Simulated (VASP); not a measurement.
# AgI (F-43m) in VASP: a series of runs, part 2 of 2

VASP 6.6.1.

### 4 Single point, PBE-based screened hybrid with 40 % exact exchange

The input, POSCAR:

```
AgI
1.0
    0.0000000000      3.2885749246      3.2885749246
    3.2885749246      0.0000000000      3.2885749246
    3.2885749246      3.2885749246      0.0000000000
Ag I
1 1
Direct
    0.0000000000      0.0000000000      0.0000000000
    0.2500000000      0.2500000000      0.2500000000
```

The input, INCAR.step1:

```
SYSTEM = AgI
ALGO     = Normal         ! electronic algorithm
EDIFF    = 1E-5           ! SCF threshold, eV
ENCUT    = 400            ! plane-wave cutoff, eV
GGA      = PE             ! functional
GGA_COMPAT= .False.      
ISIF     = 2              ! what is computed and relaxed
ISMEAR   = 0              ! smearing method
LASPH    = .True.         ! aspherical terms in the spheres
LCHARG   = .False.        ! write CHGCAR
LREAL    = .False.        ! projectors in reciprocal space
LWAVE    = .True.         ! write WAVECAR
NBANDS   = 16             ! bands
NELM     = 120            ! most SCF steps
PREC     = Accurate       ! precision mode
SIGMA    = 0.01           ! smearing width, eV
```

The input, INCAR.step2:

```
SYSTEM = AgI
AEXX     = 0.4            ! exact-exchange fraction
ALGO     = Normal         ! electronic algorithm
EDIFF    = 1E-6           ! SCF threshold, eV
ENCUT    = 400            ! plane-wave cutoff, eV
GGA      = PE             ! functional
GGA_COMPAT= .False.      
HFSCREEN = 0.2078         ! screening, 1/A
ISIF     = 2              ! what is computed and relaxed
ISMEAR   = 0              ! smearing method
ISTART   = 1            
LASPH    = .True.         ! aspherical terms in the spheres
LCHARG   = .False.        ! write CHGCAR
LHFCALC  = .True.         ! exact exchange
LREAL    = .False.        ! projectors in reciprocal space
LWAVE    = .False.        ! write WAVECAR
NBANDS   = 16             ! bands
NELM     = 120            ! most SCF steps
PREC     = Accurate       ! precision mode
PRECFOCK = Normal       
SIGMA    = 0.01           ! smearing width, eV
```

The input, KPOINTS:

```
k-points
0
Gamma
  4 4 4
  0 0 0
```

Potentials or basis: VASP PAW PBE potentials, release 64 (Ag, I).

Launch:

```bash
cat potpaw_PBE.64/Ag/POTCAR potpaw_PBE.64/I/POTCAR > POTCAR
cp INCAR.step1 INCAR
mpirun -np 1 vasp_std > vasp.out
cp INCAR.step2 INCAR
mpirun -np 1 vasp_std > vasp.out
```

OUTCAR:

```text
SYSTEM = AgI
   AEXX = 0.4
   EDIFF = 1E-6
   ENCUT = 400
   GGA = PE
   HFSCREEN = 0.2078
   ISIF = 2
   ISMEAR = 0
   ISTART = 1
   LASPH = .True.
   LHFCALC = .True.
   LREAL = .False.
   NELM = 120
   PREC = Accurate
   PRECFOCK = Normal

 ion  position               nearest neighbor table
   1  0.000  0.000  0.000-   2 2.85   2 2.85   2 2.85   2 2.85
   2  0.250  0.250  0.250-   1 2.85   1 2.85   1 2.85   1 2.85

  LATTYP: Found a face centered cubic cell.
 ALAT       =     6.5771498492

  Lattice vectors:

 A1 = (   0.0000000000,   3.2885749246,   3.2885749246)
 A2 = (   3.2885749246,   0.0000000000,   3.2885749246)
 A3 = (   3.2885749246,   3.2885749246,   0.0000000000)

Analysis of symmetry for initial positions (statically):
=====================================================================
 Subroutine PRICEL returns:
 Original cell was already a primitive cell.

[... 154 lines left out ...]
  ext. energy  EPLUGINS =         0.00000000
  ---------------------------------------------------
  free energy    TOTEN  =        -6.37511310 eV

  energy without entropy =       -6.37511310  energy(sigma->0) =       -6.37511310

 E-fermi :   1.5879     XC(G=0):  -6.0596

 val. band max:        1.5044847628   @ k =   0.0000   0.0000   0.0000
 cond. band min:       4.6980212143   @ k =   0.0000   0.0000   0.0000
 fundamental gap:      3.1935364515
 Fermi energy:         1.5878881307

 k-point     1 :       0.0000    0.0000    0.0000
  band No.  band energies     occupation
      1     -12.4874      2.00000
      2      -3.4498      2.00000
      3      -3.4498      2.00000
      4      -3.4498      2.00000
      5      -2.4692      2.00000
      6      -2.4692      2.00000
[... 129 lines left out ...]
      3      -2.9613      2.00000
      4      -2.7180      2.00000
      5      -2.5353      2.00000
      6      -2.1794      2.00000
[... 8 lines left out ...]
     15      15.1378      0.00000
     16      15.3245      0.00000

------------------------ aborting loop because EDIFF is reached ----------------------------------------

  FORCE on cell =-STRESS in cart. coord.  units (eV):
  Direction    XX          YY          ZZ          XY          YZ          ZX
  --------------------------------------------------------------------------------------
  -------------------------------------------------------------------------------------
  Total        0.1473241      0.1473241      0.1473241      0.0000000      0.0000000      0.0000000
  in kB        3.3184179      3.3184179      3.3184179      0.0000000      0.0000000      0.0000000
  external PRESSURE =       3.3184179 kB  Pullay stress =       0.0000000 kB

 VOLUME and BASIS-vectors are now :
 -----------------------------------------------------------------------------
  energy-cutoff  :      400.00
  volume of cell :       71.13
      direct lattice vectors                 reciprocal lattice vectors
     0.000000000  3.288574925  3.288574925    -0.152041541  0.152041541  0.152041541
     3.288574925  0.000000000  3.288574925     0.152041541 -0.152041541  0.152041541
     3.288574925  3.288574925  0.000000000     0.152041541  0.152041541 -0.152041541

 POSITION                                       TOTAL-FORCE (eV/Angst)
 -----------------------------------------------------------------------------------
      0.00000      0.00000      0.00000         0.000000      0.000000      0.000000
      1.64429      1.64429      1.64429        -0.000000     -0.000000     -0.000000
 -----------------------------------------------------------------------------------
    total drift:                               -0.000052     -0.000018     -0.000005

  FREE ENERGIE OF THE ION-ELECTRON SYSTEM (eV)
  ---------------------------------------------------
  free  energy   TOTEN  =        -6.3751131002 eV

  energy  without entropy=       -6.3751131002  energy(sigma->0) =       -6.37511310
```

Run time: 6.8 min. Hardware: 1 thread of AMD EPYC 7R13 (Zen 3), shared host; peak memory 0.26 GiB.

What came out:

| Item | Value |
| --- | --- |
| Free energy | -6.3751 eV |
| Pressure | 0.3 GPa |
| Band gap on the k mesh | 3.19 eV |

Caveat: the structure was generated, so it needn't be the stable form of AgI; the PAW data sets were made with another functional, which shifts forces and pressure a little; spin-orbit coupling is left out, which moves the levels of the heavy elements.

### 5 Single point, PBE-based global hybrid with 30 % exact exchange

POSCAR is that of step 4.

The input, INCAR.step1:

```
ALGO = Normal ; EDIFF = 1E-5
ENCUT = 400 ; GGA = PE
GGA_COMPAT = F ; ISIF = 2
ISMEAR = 0 ; LASPH = T
LCHARG = F ; LREAL = F
LWAVE = T ; NBANDS = 16
NELM = 120 ; PREC = Accurate
SIGMA = 0.01
```

The input, INCAR.step2:

```
AEXX = 0.3 ; ALGO = Normal
EDIFF = 1E-6 ; ENCUT = 400
GGA = PE ; GGA_COMPAT = F
ISIF = 2 ; ISMEAR = 0
ISTART = 1 ; LASPH = T
LCHARG = F ; LHFCALC = T
LREAL = F ; LWAVE = F
NBANDS = 16 ; NELM = 120
PREC = Accurate ; PRECFOCK = Normal
SIGMA = 0.01
```

The input, KPOINTS:

```
k-points
0
Gamma
  4 4 4
```

Launch:

```bash
cat potpaw_PBE.64/Ag/POTCAR potpaw_PBE.64/I/POTCAR > POTCAR
cp INCAR.step1 INCAR
mpirun -np 1 vasp_std > vasp.out
cp INCAR.step2 INCAR
mpirun -np 1 vasp_std > vasp.out
```

It took 5.4 min on 1 thread of AMD EPYC 7R13 (Zen 3), shared host; peak memory 0.16 GiB.

It converged, with:

```yaml
Free_energy: -6.6069 eV
Pressure: 0.2 GPa
Band_gap_on_the_k_mesh: 3.57 eV
```

Levels at points of the mesh, in eV from the valence-band top:
| k point | band 7 | band 8 | band 9 | band 10 | band 11 | band 12 |
| --- | --- | --- | --- | --- | --- | --- |
| (0.00, 0.00, 0.00) | 0.00 | 0.00 | 0.00 | 3.57 | 8.12 | 8.12 |
| (0.50, 0.00, 0.00) | -3.62 | -0.73 | -0.73 | 5.06 | 8.56 | 8.56 |
| (0.50, 0.50, 0.00) | -2.92 | -1.83 | -1.83 | 5.75 | 6.15 | 10.81 |

Caveat: the structure was generated, so it needn't be the stable form of AgI; the PAW data sets were made with another functional, which shifts forces and pressure a little; spin-orbit coupling is left out, which moves the levels of the heavy elements.

### 6 Single point, PBE-based screened hybrid with 5 % exact exchange

POSCAR is that of step 5.

The input, INCAR.step1:

```
SYSTEM = AgI
PREC = Accurate
ENCUT = 400
EDIFF = 1E-5
ISMEAR = 0
SIGMA = 0.01
LREAL = .FALSE.
LASPH = .TRUE.
NELM = 120
ALGO = Normal
ISIF = 2
LWAVE = .TRUE.
LCHARG = .FALSE.
GGA = PE
NBANDS = 16
GGA_COMPAT = .FALSE.
```

The input, INCAR.step2:

```
SYSTEM = AgI
PREC = Accurate
ENCUT = 400
EDIFF = 1E-6
ISMEAR = 0
SIGMA = 0.01
LREAL = .FALSE.
LASPH = .TRUE.
NELM = 120
ALGO = Normal
ISIF = 2
LWAVE = .FALSE.
LCHARG = .FALSE.
GGA = PE
LHFCALC = .TRUE.
AEXX = 0.05
HFSCREEN = 0.5
PRECFOCK = Normal
ISTART = 1
NBANDS = 16
GGA_COMPAT = .FALSE.
```

The input, KPOINTS:

```
Automatic mesh
0
G
  4 4 4
  0 0 0
```

Potentials or basis: VASP PAW PBE potentials, release 64 (Ag, I).

Launch:

```bash
cat potpaw_PBE.64/Ag/POTCAR potpaw_PBE.64/I/POTCAR > POTCAR
cp INCAR.step1 INCAR
mpirun -np 1 vasp_std > vasp.out
cp INCAR.step2 INCAR
mpirun -np 1 vasp_std > vasp.out
```

It took 3.4 min on 1 thread of AMD EPYC 7R13 (Zen 3), shared host; peak memory 0.26 GiB.

The run converged. Its results:

* Free energy: -4.8553 eV
* Pressure: 0.6 GPa
* Band gap on the k mesh: 1.47 eV

Levels at points of the mesh, in eV from the valence-band top:
| k point | band 7 | band 8 | band 9 | band 10 | band 11 | band 12 |
| --- | --- | --- | --- | --- | --- | --- |
| (0.00, 0.00, 0.00) | 0.00 | 0.00 | 0.00 | 1.47 | 5.94 | 5.94 |
| (0.50, 0.00, 0.00) | -2.88 | -0.67 | -0.67 | 2.90 | 6.40 | 6.40 |
| (0.50, 0.50, 0.00) | -2.52 | -1.68 | -1.68 | 3.82 | 3.98 | 8.52 |

Caveat: the structure was generated, so it needn't be the stable form of AgI; the PAW data sets were made with another functional, which shifts forces and pressure a little; spin-orbit coupling is left out, which moves the levels of the heavy elements.

### 7 The runs side by side

```csv
level,cutoff (eV),grid for exact exchange (PRECFOCK),share of exact exchange,screening parameter,gap on the mesh (eV),pressure (GPa)
r2SCAN,550,-,-,-,1.79,0.0
HSE06,400,Normal,0.25,0.2079 1/Å,2.48,0.4
PBE-based screened hybrid with 40 % exact exchange,400,Normal,0.4,0.2078 1/Å,3.19,0.3
PBE-based global hybrid with 30 % exact exchange,400,Normal,0.3,-,3.57,0.2
PBE-based screened hybrid with 5 % exact exchange,400,Normal,0.05,0.5 1/Å,1.47,0.6
```

Alike in all rows: task single point; potentials or basis VASP PAW PBE potentials, release 64 (Ag, I); no spin polarisation; cell as given; k mesh 4 × 4 × 4; smearing gaussian 0.01 eV.

On the cell as given the gap runs from 1.47 eV (PBE-based screened hybrid with 5 % exact exchange) to 3.57 eV (PBE-based global hybrid with 30 % exact exchange). The pressure there spans 0.0 GPa (r2SCAN) to 0.6 GPa (PBE-based screened hybrid with 5 % exact exchange); a positive pressure means that this level wants a larger cell, a negative one a smaller.

Caveats: the structure was generated, so it needn't be the stable form of AgI; the PAW data sets were made with another functional, which shifts forces and pressure a little; spin-orbit coupling is left out, which moves the levels of the heavy elements.

Total energies depend on the potentials used, so only differences within one code and one set of settings carry meaning.
